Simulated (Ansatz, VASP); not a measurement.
# One calculation of In3Se, two programs

File INCAR:

```
SYSTEM = In3Se
PREC = Accurate
ENCUT = 520
EDIFF = 1E-7
ISMEAR = -5
SIGMA = 0.1
LREAL = .False.
LASPH = .True.
NELM = 100
ALGO = Normal
ISIF = 2
LWAVE = .False.
LCHARG = .False.
GGA = PE
NBANDS = 30
```

The input KPOINTS:

```
regular mesh
0
Gamma
  10 10 10
  0 0 0
```

POSCAR

```
In3Se
1.0
    4.8037580000      0.0000000000      0.0000000000
    0.0000000000      4.8037580000      0.0000000000
    0.0000000000      0.0000000000      4.8037580000
In Se
3 1
Direct
    0.0000000000      0.5000000000      0.5000000000
    0.5000000000      0.0000000000      0.5000000000
    0.5000000000      0.5000000000      0.0000000000
    0.0000000000      0.0000000000      0.0000000000
```

Input for Ansatz:

```yaml
crystal:
  lattice:
    - [4.803758, 0.0, 0.0]
    - [0.0, 4.803758, 0.0]
    - [0.0, 0.0, 4.803758]
  atoms:
    - { symbol: In, position: [0.0, 0.5, 0.5] }
    - { symbol: In, position: [0.5, 0.0, 0.5] }
    - { symbol: In, position: [0.5, 0.5, 0.0] }
    - { symbol: Se, position: [0.0, 0.0, 0.0] }
basis:
  ecutwfc: 420
kpoints:
  mp_grid: { grid: [10, 10, 10] }
hamiltonian:
  xc: pbe
scf:
  occupations: { method: tetrahedron }
output:
  forces: true
  stress: true
  eigenvalues: true
```

Alike in both runs: task single point; functional PBE; k mesh 10 × 10 × 10; occupations tetrahedron; no spin polarisation.

|  | VASP | Ansatz |
| --- | --- | --- |
| version | VASP 6.6.1 | Ansatz 0.2.0 |
| potentials or method | VASP PAW PBE potentials, release 64 (In_d, Se), cutoff 520 eV | scalar-relativistic, plane waves, PAW |
| valence electrons in the cell | 45 | 55 |

```csv
,VASP,Ansatz,Ansatz less VASP
gap on the k mesh at the Fermi level (eV),none,none,-
pressure (GPa),-0.3,-0.3,+0.02
```

A gap of «none» marks a metal or a gap that the smearing closes. VASP's potentials hold 45 valence electrons a cell and Ansatz's 55, so a difference there can come from the potentials and not from the codes. Ansatz's warnings: band table not solved further, tetrahedron derivatives may miss energy slope.
